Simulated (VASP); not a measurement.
# ScAl (Pm-3m) in VASP: notebook, part 2 of 2

VASP 6.6.1. The steps go on from the part before.

### Step 6. Single point, r2SCAN

This run uses another cell than the first one, of 15.14 Å³/atom.

Input file POSCAR:

```
ScAl
1.0
    3.1171838455      0.0000000000      0.0000000000
    0.0000000000      3.1171838455      0.0000000000
    0.0000000000      0.0000000000      3.1171838455
Sc Al
1 1
Direct
    0.5000000000      0.5000000000      0.5000000000
    0.0000000000      0.0000000000      0.0000000000
```

Input file INCAR.step1:

```
SYSTEM = ScAl
  PREC = Accurate
  ENCUT = 520
  ISMEAR = 0
  SIGMA = 0.1
  LREAL = .False.
  LASPH = .True.
  NELM = 80
  NBANDS = 14
  GGA = PE
  ALGO = Normal
  EDIFF = 1E-4
  LWAVE = .True.
  LCHARG = .False.
```

Input file INCAR.step2:

```
SYSTEM = ScAl
  PREC = Accurate
  ENCUT = 520
  EDIFF = 1E-6
  ISMEAR = 0
  SIGMA = 0.1
  LREAL = .False.
  LASPH = .True.
  NELM = 80
  ALGO = Normal
  ISIF = 2
  LWAVE = .False.
  LCHARG = .True.
  METAGGA = R2SCAN
  LMIXTAU = .True.
  LELF = .True.
  LVHAR = .True.
  NBANDS = 14
  ISTART = 1
```

Input file KPOINTS:

```
regular mesh
0
Gamma
  14 14 14
  0 0 0
```

Potentials or basis: VASP PAW PBE potentials, release 64 (Sc_sv, Al).

On the command line:

```sh
$ cat potpaw_PBE.64/Sc_sv/POTCAR potpaw_PBE.64/Al/POTCAR > POTCAR
$ cp INCAR.step1 INCAR
$ mpirun -np 1 vasp_std > vasp.out
$ cp INCAR.step2 INCAR
$ mpirun -np 1 vasp_std > vasp.out
```

OUTCAR:

```text
SYSTEM = ScAl
   PREC = Accurate
   ENCUT = 520
   EDIFF = 1E-6
   ISMEAR = 0
   LREAL = .False.
   LASPH = .True.
   NELM = 80
   ISIF = 2
   METAGGA = R2SCAN
   ISTART = 1

 ion  position               nearest neighbor table
   1  0.500  0.500  0.500-   2 2.70   2 2.70   2 2.70   2 2.70   2 2.70   2 2.70   2 2.70   2 2.70

   2  0.000  0.000  0.000-   1 2.70   1 2.70   1 2.70   1 2.70   1 2.70   1 2.70   1 2.70   1 2.70

  LATTYP: Found a simple cubic cell.
 ALAT       =     3.1171838455

  Lattice vectors:

 A1 = (   3.1171838455,   0.0000000000,   0.0000000000)
[... 587 lines left out ...]
     10      11.0822      0.00000
     11      13.0302      0.00000
     12      15.1268      0.00000
     13      16.5494      0.00000
     14      18.0251      0.00000

 [... further k-points ...]
[... 5 lines left out ...]
  --------------------------------------------------------------------------------------
  -------------------------------------------------------------------------------------
  Total        5.7490468      5.7490468      5.7490468     -0.0000000      0.0000000     -0.0000000
  in kB      304.1019300    304.1019300    304.1019300     -0.0000000      0.0000000     -0.0000000
  external PRESSURE =     304.1019300 kB  Pullay stress =       0.0000000 kB

 VOLUME and BASIS-vectors are now :
 -----------------------------------------------------------------------------
  energy-cutoff  :      520.00
  volume of cell :       30.29
      direct lattice vectors                 reciprocal lattice vectors
     3.117183846  0.000000000  0.000000000     0.320802381  0.000000000  0.000000000
     0.000000000  3.117183846  0.000000000     0.000000000  0.320802381  0.000000000
     0.000000000  0.000000000  3.117183846     0.000000000  0.000000000  0.320802381

 POSITION                                       TOTAL-FORCE (eV/Angst)
 -----------------------------------------------------------------------------------
      1.55859      1.55859      1.55859         0.000000      0.000000      0.000000
      0.00000      0.00000      0.00000         0.000000      0.000000      0.000000
 -----------------------------------------------------------------------------------
    total drift:                                0.000000     -0.000000     -0.000000

  FREE ENERGIE OF THE ION-ELECTRON SYSTEM (eV)
  ---------------------------------------------------
  free  energy   TOTEN  =       -18.4256938536 eV

  energy  without entropy=      -18.4232619692  energy(sigma->0) =      -18.42447791
```

OUTCAR.step1:

```text
SYSTEM = ScAl
   PREC = Accurate
   ENCUT = 520
   ISMEAR = 0
   LREAL = .False.
   LASPH = .True.
[... 631 lines left out ...]
      1.55859      1.55859      1.55859         0.000000      0.000000      0.000000
      0.00000      0.00000      0.00000         0.000000      0.000000      0.000000
 -----------------------------------------------------------------------------------
    total drift:                                0.000000     -0.000000     -0.000000

  FREE ENERGIE OF THE ION-ELECTRON SYSTEM (eV)
  ---------------------------------------------------
  free  energy   TOTEN  =       -10.2496050310 eV

  energy  without entropy=      -10.2469179956  energy(sigma->0) =      -10.24826151
```

OSZICAR.step1:

```text
N       E                     dE             d eps       ncg     rms          rms(c)
DAV:   1     0.124139192755E+03    0.12414E+03   -0.67303E+03  3456   0.986E+02
DAV:   2    -0.797437222961E+01   -0.13211E+03   -0.12774E+03  3386   0.318E+02
DAV:   3    -0.111138393564E+02   -0.31395E+01   -0.30695E+01  4828   0.623E+01
DAV:   4    -0.111851145257E+02   -0.71275E-01   -0.71228E-01  4006   0.774E+00
DAV:   5    -0.111883864833E+02   -0.32720E-02   -0.32719E-02  5066   0.151E+00    0.106E+01
DAV:   6    -0.103113165681E+02    0.87707E+00   -0.14334E+00  5106   0.188E+01    0.368E+00
DAV:   7    -0.102599620721E+02    0.51354E-01   -0.95161E-02  5424   0.387E+00    0.134E+00
DAV:   8    -0.102499543391E+02    0.10008E-01   -0.12912E-02  4904   0.148E+00    0.301E-01
DAV:   9    -0.102496555532E+02    0.29879E-03   -0.12522E-03  5074   0.622E-01    0.114E-01
DAV:  10    -0.102496050310E+02    0.50522E-04   -0.17992E-04  4440   0.182E-01
   1 F= -.10249605E+02 E0= -.10248262E+02  d E =-.268704E-02
```

It took 64 s on 1 thread of Oxide Virtual Turin-like, shared host; peak memory 0.15 GiB.

Results:

* Free energy: -18.4257 eV
* Pressure: 30.4 GPa
* Band gap on the k mesh: zero (bands 7 and 8 overlap by 1.27 eV)

Levels at points of the mesh, in eV from the Fermi level:
```tsv
k point	band 5	band 6	band 7	band 8	band 9	band 10
(0.00, 0.00, 0.00)	-9.89	-1.18	-1.18	3.74	3.74	3.74
(0.50, 0.00, 0.00)	-6.17	-5.42	0.23	1.10	1.10	4.10
(0.50, 0.50, 0.00)	-5.50	-1.99	-1.99	-0.96	1.98	1.98
(0.50, 0.50, 0.50)	-3.40	-3.40	-3.40	1.06	3.89	3.89
```

Caveat: the cell stands under pressure; the PAW data sets were made with another functional, which shifts forces and pressure a little.

### Step 7. Overview

```csv
cell,k mesh,gap on the mesh (eV),pressure (GPa)
"a = 3.278 Å, 2 atoms",12 × 12 × 12,none,8.3
"a = 3.332 Å, 2 atoms",12 × 12 × 12,none,3.2
"a = 2.982 Å, 2 atoms",14 × 14 × 14,none,60.7
"a = 3.415 Å, 2 atoms",12 × 12 × 12,none,-2.8
"a = 3.117 Å, 2 atoms",14 × 14 × 14,none,30.4
```

Alike in all rows: task single point; level r2SCAN; potentials or basis VASP PAW PBE potentials, release 64 (Sc_sv, Al); no spin polarisation; cutoff (eV) 520; smearing gaussian 0.1 eV.

Caveats: the PAW data sets were made with another functional, which shifts forces and pressure a little; the cell stands under pressure (at least some runs).

Absolute energies hang on the potentials; compare differences alone.
